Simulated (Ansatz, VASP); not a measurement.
**Y in VASP and in Ansatz**

File INCAR:

```
ALGO = Normal
EDIFF = 1E-7
EDIFFG = -0.01
ENCUT = 600
GGA = PE
IBRION = 2
ISIF = 3
ISMEAR = -1
LASPH = True
LCHARG = False
LREAL = False
LWAVE = False
NELM = 100
NSW = 80
PREC = Accurate
SIGMA = 0.1
```

KPOINTS

```
k-points
0
Gamma
  10 10 3
```

File POSCAR:

```
Y
1.0
    3.6007546460      0.0000000000      0.0000000000
   -1.8003773230      3.1183449962      0.0000000000
    0.0000000000      0.0000000000     11.7600646738
Y
4
Direct
    0.0000000000      0.0000000000      0.0000000000
    0.0000000000      0.0000000000      0.5000000000
    0.3333333333      0.6666666667      0.2500000000
    0.6666666667      0.3333333333      0.7500000000
```

Input for Ansatz:

```yaml
crystal:
  lattice:
    - [3.600754646, 0.0, 0.0]
    - [-1.800377323, 3.1183449962, 0.0]
    - [0.0, 0.0, 11.7600646738]
  atoms:
    - { symbol: "Y", position: [0.0, 0.0, 0.0] }
    - { symbol: "Y", position: [0.0, 0.0, 0.5] }
    - { symbol: "Y", position: [0.3333333333, 0.6666666667, 0.25] }
    - { symbol: "Y", position: [0.6666666667, 0.3333333333, 0.75] }
hamiltonian:
  xc: pbe
  pseudopotentials:
    kind: paw
    azcp:
      "Y": "pseudopotentials/Y.paw.azcp"
basis:
  ecutwfc: 420
  fft_grid_basis: typed
kpoints:
  mp_grid: { grid: [10, 10, 3], shift: [0, 0, 0] }
magnetization:
  spin_polarized: false
scf:
  occupations: { method: fermi_dirac, width: 0.1 }
relax:
  max_steps: 60
  f_tol: 0.01
  cell: {}
```

Alike in both runs: task relaxation of cell and atoms; functional PBE; k mesh 10 × 10 × 3; occupations fermi-dirac, width 0.1 eV; no spin polarisation.

|  | VASP | Ansatz |
| --- | --- | --- |
| version | VASP 6.6.1 | Ansatz 0.2.0 |
| potentials or method | VASP PAW PBE potentials, release 64 (Y_sv), cutoff 600 eV | plane waves (420 eV) with PAW, scalar-relativistic |
| valence electrons in the cell | 44 | 44 |

|  | VASP | Ansatz | Ansatz less VASP |
| --- | --- | --- | --- |
| relaxed volume (Å³/atom) | 32.52 | 32.62 | +0.100 |
| relaxed length of the cell vector where the two differ most in proportion (Å) | 3.604 | 3.608 | +0.0038 |
